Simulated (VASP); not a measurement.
# Ba (Pm-3m) in VASP: a series of runs

Ba is run at these levels: BLYP; tasks: single point.

All numbers are computed with VASP 6.6.1; they aren't measurements. Logs are shortened: lines on timing, memory, paths and dates and some standing lists are left out, and cuts for length are marked.

## (1) The cell of the first run

Symmetry: Pm-3m, No. 221, cubic system. The conventional cell has a = 3.902 Å, b = 3.902 Å, c = 3.902 Å, α = 90.00°, β = 90.00°, γ = 90.00°. Within 5.1 Å of Ba (site symmetry m-3m) lie 6 Ba at 3.90 Å.

## (2) Single point, BLYP (volume scaled by 0.88)

INCAR reads:

```
SYSTEM = Ba
AGGAC    = 1.0          
AGGAX    = 1.0          
ALDAC    = 0.0          
ALDAX    = 1.0          
ALGO     = Normal         ! electronic algorithm
EDIFF    = 1E-6           ! SCF threshold, eV
ENCUT    = 500            ! plane-wave cutoff, eV
GGA      = B5             ! functional
GGA_COMPAT= .FALSE.      
ISIF     = 2              ! what is computed and relaxed
ISMEAR   = -1             ! smearing method
LASPH    = .TRUE.         ! aspherical terms in the spheres
LCHARG   = .FALSE.        ! write CHGCAR
LREAL    = .FALSE.        ! projectors in reciprocal space
LWAVE    = .FALSE.        ! write WAVECAR
NBANDS   = 11             ! bands
NELM     = 120            ! most SCF steps
PREC     = Accurate       ! precision mode
SIGMA    = 0.1            ! smearing width, eV
```

KPOINTS reads:

```
k-points
0
G
  9 9 9
  0 0 0
```

POSCAR reads:

```
Ba
1.0
    3.9017743406      0.0000000000      0.0000000000
    0.0000000000      3.9017743406      0.0000000000
    0.0000000000      0.0000000000      3.9017743406
Ba
1
Direct
    0.0000000000      0.0000000000      0.0000000000
```

Potentials or basis: VASP PAW PBE potentials, release 64 (Ba_sv).

Started as:

```
$ cat potpaw_PBE.64/Ba_sv/POTCAR > POTCAR
$ mpirun -np 1 vasp_std > vasp.out
```

OUTCAR:

```text
SYSTEM = Ba
   EDIFF = 1E-6
   ENCUT = 500
   GGA = B5
   ISIF = 2
   ISMEAR = -1
   LASPH = .TRUE.
   LREAL = .FALSE.
   NELM = 120
   PREC = Accurate

 ion  position               nearest neighbor table
   1  0.000  0.000  0.000-

  LATTYP: Found a simple cubic cell.
 ALAT       =     3.9017743406

  Lattice vectors:

 A1 = (   3.9017743406,   0.0000000000,   0.0000000000)
 A2 = (   0.0000000000,   3.9017743406,   0.0000000000)
 A3 = (   0.0000000000,   0.0000000000,   3.9017743406)

Analysis of symmetry for initial positions (statically):
=====================================================================
 Subroutine PRICEL returns:
 Original cell was already a primitive cell.

 Routine SETGRP: Setting up the symmetry group for a
 simple cubic supercell.

 Subroutine GETGRP returns: Found 48 space group operations
 (whereof 48 operations were pure point group operations)
 out of a pool of 48 trial point group operations.

The static configuration has the point symmetry O_h .

Analysis of symmetry for dynamics (positions and initial velocities):
=====================================================================
 Subroutine PRICEL returns:
 Original cell was already a primitive cell.

 Routine SETGRP: Setting up the symmetry group for a
 simple cubic supercell.

 Subroutine GETGRP returns: Found 48 space group operations
 (whereof 48 operations were pure point group operations)
 out of a pool of 48 trial point group operations.

The dynamic configuration has the point symmetry O_h .

 Subroutine INISYM returns: Found 48 space group operations
 (whereof 48 operations are pure point group operations),
 and found     1 'primitive' translations

----------------------------------------------------------------------------------------

                                     Primitive cell

  volume of cell :      59.4000

  direct lattice vectors                    reciprocal lattice vectors
     3.901774341  0.000000000  0.000000000     0.256293653  0.000000000  0.000000000
     0.000000000  3.901774341  0.000000000     0.000000000  0.256293653  0.000000000
     0.000000000  0.000000000  3.901774341     0.000000000  0.000000000  0.256293653

  length of vectors
     3.901774341  3.901774341  3.901774341     0.256293653  0.256293653  0.256293653
[... 80 lines left out ...]
   LREAL  =      F    real-space projection
   EDIFFG = 0.1E-04   stopping-criterion for IOM
   NSW    =      0    number of steps for IOM
   IBRION =     -1    ionic relax: 0-MD 1-quasi-New 2-CG
   NFREE  =      0    steps in history (QN), initial steepest desc. (CG)
   ISIF   =      2    stress and relaxation
   ISYM   =      2    0-nonsym 1-usesym 2-fastsym
   POTIM  = 0.5000    time-step for ionic-motion
   TEBEG  =    0.0;   TEEND  =   0.0 temperature during run
   PSTRESS=    0.0 pullay stress
   NELECT =      10.0000    total number of electrons
   NUPDOWN=      -1.0000    fix difference up-down
   EMIN   =  10.00;   EMAX   =-10.00  energy-range for DOS
   EFERMI =   0.00;   METHOD = LEGACY
   ISMEAR =    -1;   SIGMA  =   0.10  broadening in eV -4-tet -1-fermi 0-gaus
   EFERMI_NEDOS =   21; number of points for ismear=-14 and -15
   IALGO  =     38    algorithm
   IMIX   =      4    mixing-type and parameters
     AMIX     =   0.40;   BMIX     =  1.00
     AMIX_MAG =   1.60;   BMIX_MAG =  1.00
  volume/ion in A,a.u.               =      59.40       400.85
  Fermi-wavevector in a.u.,A,eV,Ry     =   0.903953  1.708224 11.117751  0.817132
  Thomas-Fermi vector in A             =   2.027341
   LORBIT       =      0    0 simple, 1 ext, 2 COOP (PROOUT), +10 PAW based schemes
   GGA     = B5    functional components
   LHFCALC =     F    Hartree Fock is set to
   AEXX    =    0.0000 exact exchange contribution
   IVDW    =     0    specifies the selected vdW correction
   LEPSILON=     F    determine dielectric tensor
   LRPA    =     F    only Hartree local field effects (RPA)
 non-spin polarized calculation
  energy-cutoff  :      500.00
  volume of cell :       59.40
 maximum number of plane-waves:      1521
   NGX = 15   NGY = 15   NGZ = 15

 number of electron      10.0000000 magnetization

 Free energy of the ion-electron system (eV)
  ---------------------------------------------------
  ext. energy  EPLUGINS =         0.00000000
  ---------------------------------------------------
  free energy    TOTEN  =        -0.93319921 eV

  energy without entropy =       -0.89217877  energy(sigma->0) =       -0.91268899

 E-fermi :   2.2520     XC(G=0):  -7.0960

 val. band max:        2.2386050006   @ k =   0.4444   0.4444   0.4444
 cond. band min:       2.2794936218   @ k =   0.1111   0.0000   0.0000
 fundamental gap:      0.0408886212
 Fermi energy:         2.2519741030

 k-point     1 :       0.0000    0.0000    0.0000
  band No.  band energies     occupation
      1     -26.8874      2.00000
      2     -11.7434      2.00000
      3     -11.7434      2.00000
      4     -11.7434      2.00000
      5      -0.2589      2.00000
      6       2.2220      1.14877
      7       2.2220      1.14877
      8       7.1087      0.00000
      9       7.1087      0.00000
     10       7.1087      0.00000
     11      10.1124      0.00000
[... 309 lines left out ...]
 k-point    24 :       0.4444    0.3333    0.1111
  band No.  band energies     occupation
      1     -26.7639      2.00000
      2     -12.4095      2.00000
      3     -12.2314      2.00000
      4     -11.7091      2.00000
      5       1.6673      1.99424
      6       2.9641      0.00161
      7       4.2393      0.00000
      8       4.5268      0.00000
      9       5.7451      0.00000
     10       6.5142      0.00000
     11       9.0610      0.00000

 [... further k-points ...]

------------------------ aborting loop because EDIFF is reached ----------------------------------------

  FORCE on cell =-STRESS in cart. coord.  units (eV):
  Direction    XX          YY          ZZ          XY          YZ          ZX
  --------------------------------------------------------------------------------------
  -------------------------------------------------------------------------------------
  Total        0.4274525      0.4274525      0.4274525     -0.0000000      0.0000000     -0.0000000
  in kB       11.5295413     11.5295413     11.5295413     -0.0000000      0.0000000     -0.0000000
  external PRESSURE =      11.5295413 kB  Pullay stress =       0.0000000 kB

 VOLUME and BASIS-vectors are now :
 -----------------------------------------------------------------------------
  energy-cutoff  :      500.00
  volume of cell :       59.40
      direct lattice vectors                 reciprocal lattice vectors
     3.901774341  0.000000000  0.000000000     0.256293653  0.000000000  0.000000000
     0.000000000  3.901774341  0.000000000     0.000000000  0.256293653  0.000000000
     0.000000000  0.000000000  3.901774341     0.000000000  0.000000000  0.256293653

 POSITION                                       TOTAL-FORCE (eV/Angst)
 -----------------------------------------------------------------------------------
      0.00000      0.00000      0.00000         0.000000      0.000000      0.000000
 -----------------------------------------------------------------------------------
    total drift:                               -0.000000     -0.000000     -0.000000

  FREE ENERGIE OF THE ION-ELECTRON SYSTEM (eV)
  ---------------------------------------------------
  free  energy   TOTEN  =        -0.9331992092 eV

  energy  without entropy=       -0.8921787723  energy(sigma->0) =       -0.91268899
```

OSZICAR:

```text
N       E                     dE             d eps       ncg     rms          rms(c)
DAV:   1     0.567455247201E+02    0.56746E+02   -0.43463E+03   770   0.747E+02
DAV:   2     0.190450346991E+01   -0.54841E+02   -0.53323E+02   941   0.139E+02
DAV:   3    -0.824465795545E+00   -0.27290E+01   -0.27094E+01   987   0.321E+01
DAV:   4    -0.923888278308E+00   -0.99422E-01   -0.99164E-01  1002   0.518E+00
DAV:   5    -0.925885808072E+00   -0.19975E-02   -0.19974E-02  1046   0.618E-01    0.220E+00
DAV:   6    -0.926362308561E+00   -0.47650E-03   -0.10688E-02   902   0.927E-01    0.130E+00
DAV:   7    -0.931961041748E+00   -0.55987E-02   -0.25053E-02   850   0.148E+00    0.110E-01
DAV:   8    -0.933201149358E+00   -0.12401E-02   -0.29416E-03   947   0.445E-01    0.574E-02
DAV:   9    -0.933188850184E+00    0.12299E-04   -0.55991E-05   941   0.702E-02    0.145E-02
DAV:  10    -0.933198522962E+00   -0.96728E-05   -0.24003E-05   969   0.427E-02    0.309E-03
DAV:  11    -0.933199209243E+00   -0.68628E-06   -0.65887E-07   805   0.441E-03
   1 F= -.93319921E+00 E0= -.91268899E+00  d E =-.410204E-01
```

It took 28 s on 1 thread of Intel Xeon 8259CL, shared host; peak memory 0.16 GiB.

What came out:

```yaml
Free_energy: -0.9332 eV
Pressure: 1.2 GPa
```

Caveat: the PAW data sets were made with another functional, which shifts forces and pressure a little; spin-orbit coupling is left out, which moves the levels of the heavy elements.

## (3) Single point, BLYP (volume scaled by 0.92)

INCAR reads:

```
SYSTEM = Ba
AGGAC = 1.0
AGGAX = 1.0
ALDAC = 0.0
ALDAX = 1.0
ALGO = Normal
EDIFF = 1E-6
ENCUT = 500
GGA = B5
GGA_COMPAT = .False.
ISIF = 2
ISMEAR = -1
LASPH = .True.
LCHARG = .False.
LREAL = .False.
LWAVE = .False.
NBANDS = 11
NELM = 120
PREC = Accurate
SIGMA = 0.1
```

KPOINTS reads:

```
k-points
0
Gamma
  9 9 9
  0 0 0
```

POSCAR reads:

```
Ba
1.0
    3.9600183654      0.0000000000      0.0000000000
    0.0000000000      3.9600183654      0.0000000000
    0.0000000000      0.0000000000      3.9600183654
Ba
1
Direct
    0.0000000000      0.0000000000      0.0000000000
```

Potentials or basis: VASP PAW PBE potentials, release 64 (Ba_sv).

Started as:

```
$ cat potpaw_PBE.64/Ba_sv/POTCAR > POTCAR
$ mpirun -np 1 vasp_std > vasp.out
```

OUTCAR:

```text
SYSTEM = Ba
   EDIFF = 1E-6
   ENCUT = 500
   GGA = B5
   ISIF = 2
   ISMEAR = -1
   LASPH = .True.
   LREAL = .False.
   NELM = 120
   PREC = Accurate

 ion  position               nearest neighbor table
   1  0.000  0.000  0.000-

  LATTYP: Found a simple cubic cell.
 ALAT       =     3.9600183654

  Lattice vectors:

 A1 = (   3.9600183654,   0.0000000000,   0.0000000000)
 A2 = (   0.0000000000,   3.9600183654,   0.0000000000)
 A3 = (   0.0000000000,   0.0000000000,   3.9600183654)

Analysis of symmetry for initial positions (statically):
=====================================================================
 Subroutine PRICEL returns:
 Original cell was already a primitive cell.

 Routine SETGRP: Setting up the symmetry group for a
 simple cubic supercell.

 Subroutine GETGRP returns: Found 48 space group operations
 (whereof 48 operations were pure point group operations)
 out of a pool of 48 trial point group operations.

The static configuration has the point symmetry O_h .

Analysis of symmetry for dynamics (positions and initial velocities):
[... 166 lines left out ...]
 k-point     1 :       0.0000    0.0000    0.0000
  band No.  band energies     occupation
      1     -27.0834      2.00000
      2     -11.9816      2.00000
      3     -11.9816      2.00000
      4     -11.9816      2.00000
      5      -0.4092      2.00000
      6       2.0920      1.03739
      7       2.0920      1.03739
      8       6.7403      0.00000
      9       6.7403      0.00000
     10       6.7403      0.00000
     11       9.6992      0.00000
[... 309 lines left out ...]
 k-point    24 :       0.4444    0.3333    0.1111
  band No.  band energies     occupation
      1     -26.9793      2.00000
      2     -12.5716      2.00000
      3     -12.4136      2.00000
      4     -11.9521      2.00000
      5       1.5596      1.99100
      6       2.7391      0.00333
      7       4.0140      0.00000
      8       4.2644      0.00000
      9       5.4247      0.00000
     10       6.1378      0.00000
     11       8.6120      0.00000

 [... further k-points ...]

------------------------ aborting loop because EDIFF is reached ----------------------------------------

  FORCE on cell =-STRESS in cart. coord.  units (eV):
  Direction    XX          YY          ZZ          XY          YZ          ZX
  --------------------------------------------------------------------------------------
  -------------------------------------------------------------------------------------
  Total        0.2814084      0.2814084      0.2814084      0.0000000     -0.0000000      0.0000000
  in kB        7.2603249      7.2603249      7.2603249      0.0000000     -0.0000000      0.0000000
  external PRESSURE =       7.2603249 kB  Pullay stress =       0.0000000 kB

 VOLUME and BASIS-vectors are now :
 -----------------------------------------------------------------------------
  energy-cutoff  :      500.00
  volume of cell :       62.10
      direct lattice vectors                 reciprocal lattice vectors
     3.960018365  0.000000000  0.000000000     0.252524081  0.000000000  0.000000000
     0.000000000  3.960018365  0.000000000     0.000000000  0.252524081  0.000000000
     0.000000000  0.000000000  3.960018365     0.000000000  0.000000000  0.252524081

 POSITION                                       TOTAL-FORCE (eV/Angst)
 -----------------------------------------------------------------------------------
      0.00000      0.00000      0.00000         0.000000      0.000000      0.000000
 -----------------------------------------------------------------------------------
    total drift:                                0.000000      0.000000     -0.000000

  FREE ENERGIE OF THE ION-ELECTRON SYSTEM (eV)
  ---------------------------------------------------
  free  energy   TOTEN  =        -0.9489903801 eV

  energy  without entropy=       -0.9065161979  energy(sigma->0) =       -0.92775329
```

OSZICAR:

```text
N       E                     dE             d eps       ncg     rms          rms(c)
DAV:   1     0.578710319031E+02    0.57871E+02   -0.42755E+03   770   0.736E+02
DAV:   2     0.197950274722E+01   -0.55892E+02   -0.54286E+02   944   0.137E+02
DAV:   3    -0.852095196193E+00   -0.28316E+01   -0.28123E+01   987   0.322E+01
DAV:   4    -0.935797638059E+00   -0.83702E-01   -0.83542E-01   975   0.510E+00
DAV:   5    -0.939403844809E+00   -0.36062E-02   -0.36055E-02  1063   0.789E-01    0.208E+00
DAV:   6    -0.941278550382E+00   -0.18747E-02   -0.91610E-03   898   0.877E-01    0.124E+00
DAV:   7    -0.947743036519E+00   -0.64645E-02   -0.24364E-02   841   0.147E+00    0.107E-01
DAV:   8    -0.948969801249E+00   -0.12268E-02   -0.32597E-03   941   0.450E-01    0.491E-02
DAV:   9    -0.948975458622E+00   -0.56574E-05   -0.67335E-05   927   0.737E-02    0.153E-02
DAV:  10    -0.948990023714E+00   -0.14565E-04   -0.29777E-05   947   0.521E-02    0.358E-03
DAV:  11    -0.948990380070E+00   -0.35636E-06   -0.57931E-07   750   0.442E-03
   1 F= -.94899038E+00 E0= -.92775329E+00  d E =-.424742E-01
```

stdout:

```text
POSCAR found type information on POSCAR Ba
 POSCAR found :  1 types and       1 ions
 scaLAPACK will be used
 -----------------------------------------------------------------------------
|                                                                             |
|                                                                             |
|     You enforced a specific xc type in the INCAR file but a different       |
|     I HOPE YOU KNOW WHAT YOU ARE DOING!                                     |
|                                                                             |
 -----------------------------------------------------------------------------

 LDA part: xc-table for (Slater(with rela. corr.)+VWN5), standard interpolation
 POSCAR, INCAR and KPOINTS ok, starting setup
 FFT: planning ... GRIDC
 FFT: planning ... GRID_SOFT
 FFT: planning ... GRID
 WAVECAR not read
 entering main loop
```

Wall time 38 s (1 thread of Intel Xeon 8259CL, shared host); peak memory 0.17 GiB.

Results:

```
Free energy : -0.9490 eV
Pressure    : 0.7 GPa
```

Caveat: the PAW data sets were made with another functional, which shifts forces and pressure a little; spin-orbit coupling is left out, which moves the levels of the heavy elements.
